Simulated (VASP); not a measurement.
Runs of VASP 6.6.1 on TaS2. The structure is that of space group P-3m1 (No. 164), or close to it. The cells are those of the table. 

```tsv
level	potentials or basis	U	cell	gap on the mesh (eV)	pressure (GPa)	largest force (eV/Å)
BLYP+D4	VASP PAW PBE potentials, release 64 (Ta_pv, S)	-	a = 3.416, b = 3.416, c = 5.975 Å, angles 90.0, 90.0, 120.0°, 3 atoms	none	(a)	0.57
LDA+U	VASP PAW LDA potentials, release 64 (Ta_pv, S)	Ta d U = 6.0 eV	a = 3.350, b = 3.350, c = 5.860 Å, angles 90.0, 90.0, 120.0°, 3 atoms	none	8.8	1.45
b88 exchange, pbe correlation	VASP PAW PBE potentials, release 64 (Ta_pv, S)	-	a = 3.350, b = 3.350, c = 5.860 Å, angles 90.0, 90.0, 120.0°, 3 atoms	none	(b)	1.21
RPBE	VASP PAW PBE potentials, release 64 (Ta_pv, S)	-	a = 3.416, b = 3.416, c = 5.975 Å, angles 90.0, 90.0, 120.0°, 3 atoms	none	3.3	0.36
BLYP+D4	VASP PAW PBE potentials, release 64 (Ta_pv, S)	-	a = 3.394, b = 3.394, c = 5.937 Å, angles 90.0, 90.0, 120.0°, 3 atoms	none	4.1	0.87
```

Alike in all rows: task single point; no spin polarisation; k mesh 9 × 9 × 5; cutoff (eV) 500; smearing fermi-dirac 0.05 eV.

Q: Fill in the values left out.

A: (a) 1.6; (b) 9.1.

Caveats: spin-orbit coupling is left out, which moves the levels of the heavy elements; the PAW data sets were made with another functional, which shifts forces and pressure a little (at least some runs); the cell stands under pressure (at least some runs); U without spin polarisation on a metal has little footing (at least some runs); forces of over 1 eV/Å act on the atoms, so gaps and moduli don't describe the material at rest (at least some runs); this functional lacks dispersion, which binds layers or chains, so the pressure and a relaxed spacing across them are unreliable (at least some runs).

A k mesh can miss the band edges, and the runs leave out spin-orbit coupling on Ta.

A gap of «none» marks levels without a gap at the run's occupations.
